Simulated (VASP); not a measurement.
Input of a VASP 6.6.1 run:

File POSCAR:

```
Si
1.0
    5.4300000000      0.0000000000      0.0000000000
    0.0000000000      5.4300000000      0.0000000000
    0.0000000000      0.0000000000      5.4300000000
Si
7
Direct
    0.0001100000      0.4974100000      0.4972400000
    0.4971700000     -0.0017200000      0.5034300000
    0.4960700000      0.5031100000     -0.0029000000
    0.2478100000      0.2482400000      0.2523500000
    0.2492700000      0.7503500000      0.7532200000
    0.7495900000      0.2474700000      0.7494500000
    0.7527200000      0.7486700000      0.2480300000
```

Contents of INCAR.step1:

```
PREC = Accurate ; ENCUT = 400
EDIFF = 1E-5 ; ISMEAR = -1
SIGMA = 0.05 ; LREAL = F
LASPH = T ; NELM = 120
ALGO = Normal ; ISIF = 2
LWAVE = T ; GGA = PE
NBANDS = 23 ; GGA_COMPAT = F
```

Contents of INCAR.step2:

```
PREC = Accurate ; ENCUT = 400
EDIFF = 1E-6 ; ISMEAR = -1
SIGMA = 0.05 ; LREAL = F
LASPH = T ; NELM = 120
ALGO = Normal ; ISIF = 2
LWAVE = F ; LCHARG = T
GGA = PE ; LHFCALC = T
HFSCREEN = 0.2079 ; PRECFOCK = Normal
LELF = T ; LVHAR = T
ISTART = 1 ; NBANDS = 23
GGA_COMPAT = F
```

The input KPOINTS:

```
regular mesh
0
Gamma
  1 1 1
```

Potentials or basis: VASP PAW PBE potentials, release 64 (Si).

Launch:

```sh
$ cat potpaw_PBE.64/Si/POTCAR > POTCAR
$ cp INCAR.step1 INCAR
$ mpirun -np 1 vasp_gam > vasp.out
$ cp INCAR.step2 INCAR
$ mpirun -np 1 vasp_gam > vasp.out
```

**Question.** Estimate the pressure.

**Answer.** -1.1 GPa.

**Question.** Predict the band gap on the k mesh.

**Answer.** 0.77 eV.

**Question.** Predict the largest force.

**Answer.** 1.735 eV/Å.

Stress tensor (GPa, compression positive):
```
 1.77 -2.13 -0.15
-2.13  1.21 -2.08
-0.15 -2.08 -6.23
```

Caveat: the k points lie up to 1.16 Å⁻¹ apart; the PAW data sets were made with another functional, which shifts forces and pressure a little. A k mesh can miss the band edges.
